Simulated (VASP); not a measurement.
Write the native input for VASP 6.6.1 that does the following.

```
Task                   : single point
Functional             : PBEsol
Potentials or basis    : VASP PAW PBE potentials, release 64 (H, Si, O)
Cutoff                 : 520 eV
k mesh                 : 2 × 2 × 1
Occupations            : fermi-dirac, width 0.02 eV
Spin                   : no spin polarisation
Dipole correction      : no
Further INCAR settings : LREAL = Auto; ALGO = Normal; EDIFF = 1e-06; NBANDS = 55
```

The structure of Si16H6O lies in POSCAR:

```
Si16H6O
1.0
    7.6791800000      0.0000000000      0.0000000000
    3.8395900000      6.6503650000      0.0000000000
    0.0000000000      0.0000000000     18.4187650000
H Si O
6 16 1
Direct
    0.1666668792      0.1666675438      0.0542924566
    0.6666681814      0.1666675438      0.0542924566
    0.1666662146      0.6666701752      0.0542924566
    0.6666675168      0.6666701752      0.0542924566
    0.6178922066      0.3622507938      0.4869056096
    0.6400754165      0.4966795056      0.4365656438
    0.1666668792      0.1666675438      0.1357311416
    0.6666681814      0.1666675438      0.1357311416
    0.1666662146      0.6666701752      0.1357311416
    0.6666675168      0.6666701752      0.1357311416
   -0.1564091797      0.3052915141      0.1727640263
    0.3314901556      0.3264482476      0.1862122678
   -0.1671407303      0.8420440081      0.1741484839
    0.3324177699      0.8286312105      0.1866791829
   -0.2103236628      0.3025097119      0.3018714881
    0.2469674370      0.2871120608      0.3114486775
   -0.1805835906      0.7876710526      0.3014805824
    0.2313057273      0.8177596267      0.3304564665
   -0.0966160232      0.0044358468      0.3781795359
    0.4649511069     -0.0856193607      0.2898674260
   -0.0756095240      0.4778685080      0.3665772379
    0.4171630599      0.4491182063      0.3251412350
    0.5394139710      0.4483663679      0.4483905408
```

These files were run (other wordings do the same):

INCAR

```
PREC = Accurate
ENCUT = 520
EDIFF = 1E-6
ISMEAR = -1
SIGMA = 0.02
LREAL = Auto
LASPH = T
NELM = 100
ALGO = Normal
ISIF = 2
LWAVE = F
LCHARG = F
GGA = PS
NBANDS = 55
```

KPOINTS

```
regular mesh
0
Gamma
  2 2 1
```

Potentials or basis: VASP PAW PBE potentials, release 64 (H, Si, O).

The run is started by

```console
$ cat potpaw_PBE.64/H/POTCAR potpaw_PBE.64/Si/POTCAR potpaw_PBE.64/O/POTCAR > POTCAR
$ mpirun -np 1 vasp_std > vasp.out
```

Results of the run:

| Property | Result |
| --- | --- |
| Largest force | 2.522 eV/Å |
| Band gap on the k mesh | 0.58 eV |

Caveat: the k points lie up to 0.47 Å⁻¹ apart; the atoms stand as in a frame of molecular dynamics; there is no dipole correction, which matters where the two faces differ; semilocal functionals underestimate gaps, and a narrow one can read as zero; the PAW data sets were made with another functional, which shifts forces and pressure a little.

Wall time 7.8 min on 1 thread of Intel(R) Xeon(R) Platinum 8259CL CPU @ 2.50GHz (Skylake/Cascade Lake), with other jobs on the host, peak memory 0.97 GiB.
